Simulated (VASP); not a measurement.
Set up this calculation in VASP 6.6.1, as the native input.

| Property | Result |
| --- | --- |
| Task | single point |
| Functional | PBE |
| Potentials or basis | VASP PAW PBE potentials, release 64 (In_d, P) |
| Cutoff | 520 eV |
| k mesh | 6 × 6 × 6 |
| Occupations | gaussian, width 0.01 eV |
| Spin | no spin polarisation |
| Dipole correction | no |
| Further INCAR settings | ALGO = Normal; EDIFF = 1e-06; NBANDS = 16 |

The structure of InP lies in POSCAR:

```
InP
1.0
    0.0000000000      2.9305000000      2.9305000000
    2.9305000000      0.0000000000      2.9305000000
    2.9305000000      2.9305000000      0.0000000000
In P
1 1
Direct
    0.0000000000      0.0000000000      0.0000000000
    0.2500000000      0.2500000000      0.2500000000
```

The input as run:

INCAR

```
PREC = Accurate
ENCUT = 520
EDIFF = 1E-6
ISMEAR = 0
SIGMA = 0.01
LREAL = F
LASPH = T
NELM = 60
ALGO = Normal
ISIF = 2
LWAVE = F
LCHARG = F
GGA = PE
NBANDS = 16
```

KPOINTS

```
regular mesh
0
Gamma
  6 6 6
```

Potentials or basis: VASP PAW PBE potentials, release 64 (In_d, P).

Command:

```console
$ cat potpaw_PBE.64/In_d/POTCAR potpaw_PBE.64/P/POTCAR > POTCAR
$ mpirun -np 1 vasp_std > vasp.out
```

It gave:

* Pressure: 3.3 GPa
* Band gap on the k mesh: 0.71 eV, direct

Caveat: spin-orbit coupling is left out, which moves the levels of the heavy elements.

Wall time 28 s on 1 thread of AMD EPYC 7R43 64-Core Processor (Zen 3), with other jobs on the host, peak memory 0.14 GiB.
